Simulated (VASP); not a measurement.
## SiO2: single point with PBE+D3(BJ)

Crystal: SiO2.

```
Si O
1.0
    -2.83790    2.83790    5.66021
     2.83790   -2.83790    5.66021
     2.83790    2.83790   -5.66021
Si O
4 8
Direct
  0.87500 0.26362 0.88862
  0.01362 0.62500 0.88862
  0.73638 0.12500 0.11138
  0.37500 0.98638 0.11138
  0.63373 0.13373 0.50000
  0.46788 0.96788 0.93575
  0.03212 0.53212 0.06425
  0.11627 0.11627 0.00000
  0.88373 0.88373 0.00000
  0.86627 0.36627 0.50000
  0.28212 0.71788 0.00000
  0.71788 0.28212 0.00000
```

- Program: VASP 6.6.1
- Task: single point
- Functional: PBE
- Dispersion: D3(BJ)
- Potentials or basis: VASP PAW PBE potentials, release 64 (Si, O)
- Cutoff: 520 eV
- k mesh: 7 × 7 × 7
- Occupations: fermi-dirac, width 0.05 eV
- Spin: no spin polarisation
- Dipole correction: no
- Further INCAR settings: ALGO = Normal; EDIFF = 1e-07; NBANDS = 44

```
Pressure                   : -1.2 GPa
Largest force              : 0.007 eV/Å
Band gap on the k mesh     : 4.84 eV
Dispersion energy per atom : -0.114 eV
```

Forces in eV/Å, atoms in the order of the input:
```
Si   0.007  0.000  0.000
Si   0.000  0.007  0.000
Si   0.000 -0.007  0.000
Si  -0.007  0.000  0.000
O    0.000  0.000  0.002
O    0.001  0.001  0.000
O   -0.001 -0.001  0.000
O    0.000  0.000 -0.002
O    0.000  0.000  0.002
O    0.000  0.000 -0.002
O    0.001 -0.001  0.000
O   -0.001  0.001  0.000
```

Levels at points of the mesh, in eV from the valence-band top:
| k point | band 29 | band 30 | band 31 | band 32 | band 33 | band 34 | band 35 | band 36 |
| --- | --- | --- | --- | --- | --- | --- | --- | --- |
| (0.00, 0.00, 0.00) | -0.67 | -0.67 | -0.24 | 0.00 | 4.84 | 7.25 | 7.27 | 8.87 |

It took 5 min on 1 thread of Oxide Virtual Turin-like Processor, with other jobs on the host, peak memory 0.47 GiB.

Caveat: three body term missing. A k mesh can miss the band edges.
